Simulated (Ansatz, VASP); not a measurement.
# One calculation of Sn, two programs

The input POSCAR:

```
Sn
1.0
    0.0000000000      3.2512811494      3.2512811494
    3.2512811494      0.0000000000      3.2512811494
    3.2512811494      3.2512811494      0.0000000000
Sn
2
Direct
    0.0000000000      0.0000000000      0.0000000000
    0.2500000000      0.2500000000      0.2500000000
```

The input INCAR.step1:

```
SYSTEM = Sn
PREC     = Accurate       ! precision mode
ENCUT    = 520            ! plane-wave cutoff, eV
ISMEAR   = -1             ! smearing method
SIGMA    = 0.02           ! smearing width, eV
LREAL    = .FALSE.        ! projectors in reciprocal space
LASPH    = .TRUE.         ! aspherical terms in the spheres
NELM     = 60             ! most SCF steps
NBANDS   = 21             ! bands
GGA      = PE             ! functional
ALGO     = Normal         ! electronic algorithm
EDIFF    = 1E-4           ! SCF threshold, eV
LWAVE    = .TRUE.         ! write WAVECAR
LCHARG   = .FALSE.        ! write CHGCAR
```

The input INCAR.step2:

```
SYSTEM = Sn
PREC     = Accurate       ! precision mode
ENCUT    = 520            ! plane-wave cutoff, eV
EDIFF    = 1E-6           ! SCF threshold, eV
ISMEAR   = -1             ! smearing method
SIGMA    = 0.02           ! smearing width, eV
LREAL    = .FALSE.        ! projectors in reciprocal space
LASPH    = .TRUE.         ! aspherical terms in the spheres
NELM     = 60             ! most SCF steps
ALGO     = Normal         ! electronic algorithm
ISIF     = 2              ! what is computed and relaxed
LWAVE    = .FALSE.        ! write WAVECAR
LCHARG   = .FALSE.        ! write CHGCAR
METAGGA  = R2SCAN         ! meta-GGA
LMIXTAU  = .TRUE.       
NBANDS   = 21             ! bands
ISTART   = 1
```

KPOINTS

```
regular mesh
0
G
  6 6 6
  0 0 0
```

Input for Ansatz:

```yaml
crystal:
  lattice:
    - [0.0, 3.2512811494, 3.2512811494]
    - [3.2512811494, 0.0, 3.2512811494]
    - [3.2512811494, 3.2512811494, 0.0]
  atoms:
    - { symbol: Sn, position: [0.0, 0.0, 0.0] }
    - { symbol: Sn, position: [0.25, 0.25, 0.25] }
kpoints:
  mp_grid: { grid: [6, 6, 6] }
hamiltonian:
  xc: r2scan
scf:
  occupations: { method: fermi_dirac, width: 0.02 }
  n_extra_bands: 4
output:
  forces: true
  stress: true
  eigenvalues: true
```

Alike in both runs: task single point; functional r2SCAN; k mesh 6 × 6 × 6; occupations fermi-dirac, width 0.02 eV; no spin polarisation.

|  | VASP | Ansatz |
| --- | --- | --- |
| version | VASP 6.6.1 | Ansatz 0.2.0 |
| potentials or method | VASP PAW PBE potentials, release 64 (Sn_d) | plane waves, PAW |
| plane-wave cutoff (eV) | 520 | 500 |
| valence electrons in the cell | 28 | 28 |

|  | VASP | Ansatz | Ansatz less VASP |
| --- | --- | --- | --- |
| pressure (GPa) | 1.4 | 1.4 | +0.04 |

VASP's potentials were made for PBE, not for r2SCAN.
